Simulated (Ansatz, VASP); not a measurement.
## SrC2N2O2: VASP beside Ansatz

```xyz
42
Lattice="5.9310 3.4243 4.2327 -5.9310 3.4243 4.2327 0.0000 -6.8485 4.2327" Properties=species:S:1:pos:R:3 pbc="T T T"
Sr    2.1454   -3.6130    7.8802
Sr    2.0562    3.6645    7.8802
Sr   -4.2017   -0.0515    7.8802
Sr   -1.7293    3.3727    5.7639
Sr    3.7856   -0.1887    5.7639
Sr   -2.0562   -3.1840    5.7639
C     0.4520   -1.2484    9.6846
C     0.8551    1.0157    9.6846
C    -1.3072    0.2327    9.6846
C     1.3072    0.2327    3.3356
C    -0.4520   -1.2484    3.3356
C    -0.8551    1.0157    3.3356
C     0.2464   -1.3083    6.3841
C     1.0098    0.8675    6.3841
C    -1.2562    0.4408    6.3841
C    -4.6748   -2.9835    8.5004
C    -0.2464    5.5402    8.5004
C     4.9212   -2.5567    8.5004
N    -0.2493    1.3533    6.4043
N    -1.0473   -0.8925    6.4043
N     1.2966   -0.4608    6.4043
N     4.6344    2.9635    4.2880
N     0.2493   -5.4952    4.2880
N    -4.8837    2.5318    4.2880
N     1.3516   -0.2446    9.6723
N    -0.4639    1.2928    9.6723
N    -0.8876   -1.0482    9.6723
N     0.8876   -1.0482    3.3233
N    -1.3516   -0.2446    3.3233
N     0.4639    1.2928    3.3233
O     0.4498   -2.5840    6.3108
O     2.0129    1.6815    6.3108
O    -2.4627    0.9025    6.3108
O    -3.4683   -2.5218    8.4271
O    -0.4498    4.2646    8.4271
O     3.9181   -1.7428    8.4271
O    -4.2128   -1.4393    5.5127
O     3.3529   -2.9288    5.5127
O     0.8599    4.3681    5.5127
O    -0.8599   -2.4805    3.3963
O    -1.7182    1.9850    3.3963
O     2.5781    0.4955    3.3963
```

Alike in both runs: task electric field gradients; functional r2SCAN; k mesh 3 × 3 × 3; occupations fermi-dirac, width 0.02 eV; no spin polarisation.

|  | VASP | Ansatz |
| --- | --- | --- |
| version | VASP 6.6.1 | Ansatz 0.2.0 |
| potentials or method | VASP PAW PBE potentials, release 64 (Sr_sv, C, N, O) | plane-wave PAW, scalar-relativistic |
| plane-wave cutoff (eV) | 580 | 500 |
| valence electrons in the cell | 240 | 240 |

```csv
,VASP,Ansatz,Ansatz less VASP
gap on the k mesh at the Fermi level (eV),4.47,4.49,+0.017
pressure (GPa),-0.3,-1.2,-0.93
"traceless stress, the component that is largest in VASP (GPa)",-0.25,0.82,+1.079
rms of the force components (eV/Å),0.081,0.172,+0.0909
size of Vzz on the site where it differs most (V/Å²),39.7,30.4,-9.29
```

VASP's potentials were made for PBE, not for r2SCAN. Atom by atom the forces differ by 0.128 eV/Å (rms over components). One of these differences is far larger than is usual between the two programs; its cause wasn't traced.
